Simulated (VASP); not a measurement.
# ZnS (P1) in VASP: single point with r2SCAN

Aim: the single point of ZnS with r2SCAN.

Everything below comes from runs of VASP 6.6.1. Logs are shortened: lines on timing, memory, paths and dates and some standing lists are left out, and cuts for length are marked.

## Step 1: The cell of the first run

The typed cell holds 4 atoms: a = 3.800 Å, b = 3.704 Å, c = 6.182 Å, α = 89.49°, β = 89.64°, γ = 118.48°.

## Step 2: Single point, r2SCAN (atoms moved at random and the cell strained at random)

Input file POSCAR:

```
ZnS
1.0
    3.7996099671      0.0779353650      0.0116112810
   -1.8323109776      3.2186922567      0.0165154556
    0.0189936365      0.0421611913      6.1813907853
Zn S
2 2
Direct
    0.3367851809      0.6687367315      0.0203682290
    0.6693831759      0.3391703032      0.4871756043
    0.2998350907      0.6410830328      0.3753257502
    0.6939965525      0.3510099325      0.8871304165
```

Input file INCAR.step1:

```
ALGO = Normal
EDIFF = 1E-4
ENCUT = 520
GGA = PE
ISMEAR = 0
LASPH = True
LCHARG = False
LREAL = False
LWAVE = True
NBANDS = 26
NELM = 60
PREC = Accurate
SIGMA = 0.05
```

Input file INCAR.step2:

```
ALGO = Normal
EDIFF = 1E-6
ENCUT = 520
ISIF = 2
ISMEAR = 0
ISTART = 1
LASPH = True
LCHARG = False
LMIXTAU = True
LREAL = False
LWAVE = False
METAGGA = R2SCAN
NBANDS = 26
NELM = 60
PREC = Accurate
SIGMA = 0.05
```

Input file KPOINTS:

```
k-points
0
Gamma
  6 6 4
```

Potentials or basis: VASP PAW PBE potentials, release 64 (Zn, S).

Launch:

```bash
$ cat potpaw_PBE.64/Zn/POTCAR potpaw_PBE.64/S/POTCAR > POTCAR
$ cp INCAR.step1 INCAR
$ mpirun -np 1 vasp_std > vasp.out
$ cp INCAR.step2 INCAR
$ mpirun -np 1 vasp_std > vasp.out
```

OUTCAR:

```text
EDIFF = 1E-6
   ENCUT = 520
   ISIF = 2
   ISMEAR = 0
   ISTART = 1
   LASPH = True
   LREAL = False
   METAGGA = R2SCAN
   NELM = 60
   PREC = Accurate

 ion  position               nearest neighbor table
   1  0.337  0.669  0.020-   3 2.20   4 2.31   4 2.33   4 2.36
   2  0.669  0.339  0.487-   3 2.21   3 2.28   3 2.39   4 2.47
   3  0.300  0.641  0.375-   1 2.20   2 2.21   2 2.28   2 2.39
   4  0.694  0.351  0.887-   1 2.31   1 2.33   1 2.36   2 2.47

  LATTYP: Found a triclinic cell.
 ALAT       =     3.8391157971
 B/A-ratio  =     0.9899224467
 C/A-ratio  =     1.6101529816
 COS(alpha) =     0.0062670050
 COS(beta)  =     0.0147573787
 COS(gamma) =     0.5299569210

  Lattice vectors:

 A1 = (  -1.9672989895,  -3.2966276217,  -0.0281267366)
 A2 = (  -3.7996099671,  -0.0779353650,  -0.0116112810)
 A3 = (  -0.0189936365,  -0.0421611913,  -6.1813907853)

Analysis of symmetry for initial positions (statically):
=====================================================================
 Subroutine PRICEL returns:
 Original cell was already a primitive cell.

 Routine SETGRP: Setting up the symmetry group for a
 triclinic supercell.

 Subroutine GETGRP returns: Found  1 space group operations
 (whereof  1 operations were pure point group operations)
 out of a pool of  2 trial point group operations.

The static configuration has the point symmetry C_1 .

Analysis of symmetry for dynamics (positions and initial velocities):
=====================================================================
 Subroutine PRICEL returns:
 Original cell was already a primitive cell.

 Routine SETGRP: Setting up the symmetry group for a
 triclinic supercell.

 Subroutine GETGRP returns: Found  1 space group operations
 (whereof  1 operations were pure point group operations)
 out of a pool of  2 trial point group operations.

The dynamic configuration has the point symmetry C_1 .

 Subroutine INISYM returns: Found  1 space group operations
 (whereof  1 operations are pure point group operations),
 and found     1 'primitive' translations

----------------------------------------------------------------------------------------

                                     Primitive cell

  volume of cell :      76.4755

  direct lattice vectors                    reciprocal lattice vectors
     3.799609967  0.077935365  0.011611281     0.260152558  0.148106820 -0.001809561
    -1.832310978  3.218692257  0.016515456    -0.006292988  0.307113413 -0.002075381
     0.018993637  0.042161191  6.181390785    -0.000471864 -0.001098754  0.161784835

  length of vectors
     3.800426903  3.703730028  6.181563748     0.299363087  0.307184892  0.161789254

  position of ions in fractional coordinates (direct lattice)
     0.336785181  0.668736731  0.020368229
     0.669383176  0.339170303  0.487175604
     0.299835091  0.641083033  0.375325750
     0.693996553  0.351009932  0.887130416

  ion indices of the primitive-cell ions
   primitive index   ion index
                 1           1
                 2           2
                 3           3
                 4           4

----------------------------------------------------------------------------------------

 KPOINTS: k-points

Automatic generation of k-mesh.
 Grid dimensions read from file:
 generate k-points for:    6    6    4

 Generating k-lattice:

  Cartesian coordinates                     Fractional coordinates (reciprocal lattice)
     0.043358760  0.024684470 -0.000301593     0.166666667  0.000000000 -0.000000000
    -0.001048831  0.051185569 -0.000345897     0.000000000  0.166666667  0.000000000
    -0.000117966 -0.000274688  0.040446209     0.000000000  0.000000000  0.250000000

  Length of vectors
     0.049893848  0.051197482  0.040447313

  Shift w.r.t. Gamma in fractional coordinates (k-lattice)
     0.000000000  0.000000000  0.000000000

 Subroutine IBZKPT returns following result:
 ===========================================

 Found     76 irreducible k-points:

 Following reciprocal coordinates:
            Coordinates               Weight
  0.000000  0.000000  0.000000      1.000000
  0.166667 -0.000000  0.000000      2.000000
  0.333333 -0.000000 -0.000000      2.000000
  0.500000 -0.000000 -0.000000      1.000000
 -0.000000  0.166667  0.000000      2.000000
  0.166667  0.166667 -0.000000      2.000000
[... 16 lines left out ...]
  0.333333 -0.000000  0.250000      2.000000
  0.500000  0.000000  0.250000      2.000000
 [... further k-points ...]
   k-points           NKPTS =     76   k-points in BZ     NKDIM =     76   number of bands    NBANDS=     26
   number of dos      NEDOS =    301   number of ions     NIONS =      4
   total plane-waves  NPLWV =  37632
   dimension x,y,z NGX =    28 NGY =   28 NGZ =   48
   dimension x,y,z NGXF=    56 NGYF=   56 NGZF=   96
   ions per type =               2   2
   NGX,Y,Z   is equivalent  to a cutoff of  12.25, 12.57, 12.91 a.u.
   NGXF,Y,Z  is equivalent  to a cutoff of  24.50, 25.14, 25.82 a.u.
 SYSTEM =  unknown system
   PREC   = accura    normal or accurate (medium, high low for compatibility)
   ISTART =      1    job   : 0-new  1-cont  2-samecut
   ICHARG =      0    charge: 1-file 2-atom 10-const
   ISPIN  =      1    spin polarized calculation?
   LNONCOLLINEAR =      F non collinear calculations
   LSORBIT =      F    spin-orbit coupling
   LASPH  =      T    aspherical Exc in radial PAW
   ENCUT  =  520.0 eV  38.22 Ry    6.18 a.u.   7.07  6.89 11.49*2*pi/ulx,y,z
   NELM   =     60;   NELMIN=  2; NELMDL=  0     # of ELM steps
   EDIFF  = 0.1E-05   stopping-criterion for ELM
   LREAL  =      F    real-space projection
   EDIFFG = 0.1E-04   stopping-criterion for IOM
   NSW    =      0    number of steps for IOM
   IBRION =     -1    ionic relax: 0-MD 1-quasi-New 2-CG
   NFREE  =      0    steps in history (QN), initial steepest desc. (CG)
   ISIF   =      2    stress and relaxation
   ISYM   =      2    0-nonsym 1-usesym 2-fastsym
   POTIM  = 0.5000    time-step for ionic-motion
   TEBEG  =    0.0;   TEEND  =   0.0 temperature during run
   PSTRESS=    0.0 pullay stress
   NELECT =      36.0000    total number of electrons
   NUPDOWN=      -1.0000    fix difference up-down
   EMIN   =  10.00;   EMAX   =-10.00  energy-range for DOS
   EFERMI =   0.00;   METHOD = LEGACY
   ISMEAR =     0;   SIGMA  =   0.05  broadening in eV -4-tet -1-fermi 0-gaus
   EFERMI_NEDOS =   21; number of points for ismear=-14 and -15
   IALGO  =     38    algorithm
   IMIX   =      4    mixing-type and parameters
     AMIX     =   0.40;   BMIX     =  1.00
     AMIX_MAG =   1.60;   BMIX_MAG =  1.00
  volume/ion in A,a.u.               =      19.12       129.02
  Fermi-wavevector in a.u.,A,eV,Ry     =   1.273508  2.406580 22.066223  1.621822
  Thomas-Fermi vector in A             =   2.406327
   LORBIT       =      0    0 simple, 1 ext, 2 COOP (PROOUT), +10 PAW based schemes
   METAGGA = R2SCAN    functional components
   LHFCALC =     F    Hartree Fock is set to
   AEXX    =    0.0000 exact exchange contribution
   IVDW    =     0    specifies the selected vdW correction
   LEPSILON=     F    determine dielectric tensor
   LRPA    =     F    only Hartree local field effects (RPA)
 non-spin polarized calculation
 Gauss-broadening in eV      SIGMA  =   0.05
  energy-cutoff  :      520.00
  volume of cell :       76.48
 maximum number of plane-waves:      2076
   NGX = 15   NGY = 13   NGZ = 23

 number of electron      35.9999992 magnetization

 Free energy of the ion-electron system (eV)
  ---------------------------------------------------
  ext. energy  EPLUGINS =         0.00000000
  ---------------------------------------------------
  free energy    TOTEN  =       -37.49047852 eV

  energy without entropy =      -37.49047852  energy(sigma->0) =      -37.49047852

 E-fermi :   2.5778     XC(G=0): -10.4328

 val. band max:        2.3342573970   @ k =   0.0000   0.0000   0.0000
 cond. band min:       4.9530534999   @ k =   0.0000   0.0000   0.0000
 fundamental gap:      2.6187961029
 Fermi energy:         2.5778273238

 k-point     1 :       0.0000    0.0000    0.0000
  band No.  band energies     occupation
      1     -11.9883      2.00000
      2     -10.6179      2.00000
      3      -4.8271      2.00000
      4      -4.6984      2.00000
      5      -4.5978      2.00000
      6      -4.2659      2.00000
[... 18 lines left out ...]
     25      10.6063      0.00000
     26      12.0646      0.00000

 k-point     2 :       0.1667   -0.0000    0.0000
  band No.  band energies     occupation
      1     -11.8088      2.00000
      2     -10.5079      2.00000
      3      -4.8160      2.00000
      4      -4.6315      2.00000
      5      -4.5656      2.00000
      6      -4.2664      2.00000
[... 18 lines left out ...]
     25      11.0606      0.00000
     26      11.1741      0.00000

 k-point     3 :       0.3333   -0.0000   -0.0000
  band No.  band energies     occupation
      1     -11.3933      2.00000
      2     -10.2919      2.00000
      3      -4.7522      2.00000
      4      -4.5022      2.00000
      5      -4.4780      2.00000
      6      -4.2584      2.00000
[... 18 lines left out ...]
     25      11.0832      0.00000
     26      12.7563      0.00000

 k-point     4 :       0.5000   -0.0000   -0.0000
  band No.  band energies     occupation
      1     -11.1419      2.00000
      2     -10.1959      2.00000
      3      -4.6770      2.00000
      4      -4.4456      2.00000
      5      -4.3665      2.00000
      6      -4.2344      2.00000
[... 18 lines left out ...]
     25      11.5572      0.00000
     26      14.4205      0.00000
[... 496 lines left out ...]
      1     -11.7419      2.00000
      2     -10.6064      2.00000
      3      -4.8150      2.00000
      4      -4.6526      2.00000
      5      -4.5874      2.00000
      6      -4.2813      2.00000
[... 18 lines left out ...]
     25      10.8055      0.00000
     26      11.2184      0.00000

 k-point    23 :       0.3333   -0.0000    0.2500
  band No.  band energies     occupation
      1     -11.3574      2.00000
      2     -10.3299      2.00000
      3      -4.7561      2.00000
      4      -4.5370      2.00000
      5      -4.4738      2.00000
      6      -4.2589      2.00000
[... 18 lines left out ...]
     25      11.1462      0.00000
     26      12.6080      0.00000

 k-point    24 :       0.5000    0.0000    0.2500
  band No.  band energies     occupation
      1     -11.1296      2.00000
      2     -10.1926      2.00000
      3      -4.6920      2.00000
      4      -4.4489      2.00000
      5      -4.3759      2.00000
      6      -4.2746      2.00000
[... 18 lines left out ...]
     25      12.4841      0.00000
     26      13.7367      0.00000

 [... further k-points ...]
[... 5 lines left out ...]
  --------------------------------------------------------------------------------------
  -------------------------------------------------------------------------------------
  Total        2.0179735      0.4409819      1.8912391     -0.1046829     -0.4983754     -0.3690311
  in kB       42.2769533      9.2386593     39.6218423     -2.1931285    -10.4410660     -7.7312766
  external PRESSURE =      30.3791516 kB  Pullay stress =       0.0000000 kB

 VOLUME and BASIS-vectors are now :
 -----------------------------------------------------------------------------
  energy-cutoff  :      520.00
  volume of cell :       76.48
      direct lattice vectors                 reciprocal lattice vectors
     3.799609967  0.077935365  0.011611281     0.260152558  0.148106820 -0.001809561
    -1.832310978  3.218692257  0.016515456    -0.006292988  0.307113413 -0.002075381
     0.018993637  0.042161191  6.181390785    -0.000471864 -0.001098754  0.161784835

 POSITION                                       TOTAL-FORCE (eV/Angst)
 -----------------------------------------------------------------------------------
      0.05471      2.17956      0.14086         0.182658      0.198459     -1.286136
      1.93118      1.16439      3.02480        -0.459293     -0.637029      1.047987
     -0.02828      2.10264      2.33410         0.507870      0.723214      0.859538
      2.01061      1.22128      5.49756        -0.231235     -0.284644     -0.621389
 -----------------------------------------------------------------------------------
    total drift:                               -0.010596      0.006474     -0.012249

  FREE ENERGIE OF THE ION-ELECTRON SYSTEM (eV)
  ---------------------------------------------------
  free  energy   TOTEN  =       -37.4904785243 eV

  energy  without entropy=      -37.4904785243  energy(sigma->0) =      -37.49047852
```

Run time: 4.6 min. Hardware: 1 thread of Intel Xeon Platinum 8488C (Sapphire Rapids), shared host; peak memory 0.28 GiB.

Results:

* Free energy: -37.4905 eV
* Pressure: 3.0 GPa
* Largest force: 1.314 eV/Å
* Band gap on the k mesh: 2.62 eV

Forces on the atoms (eV/Å):
```
Zn   0.183  0.198 -1.286
Zn  -0.459 -0.637  1.048
S    0.508  0.723  0.860
S   -0.231 -0.285 -0.621
```

Caveat: the cell differs from its parent crystal (atoms moved at random and the cell strained at random); the cell stands under pressure; the PAW data sets were made with another functional, which shifts forces and pressure a little.
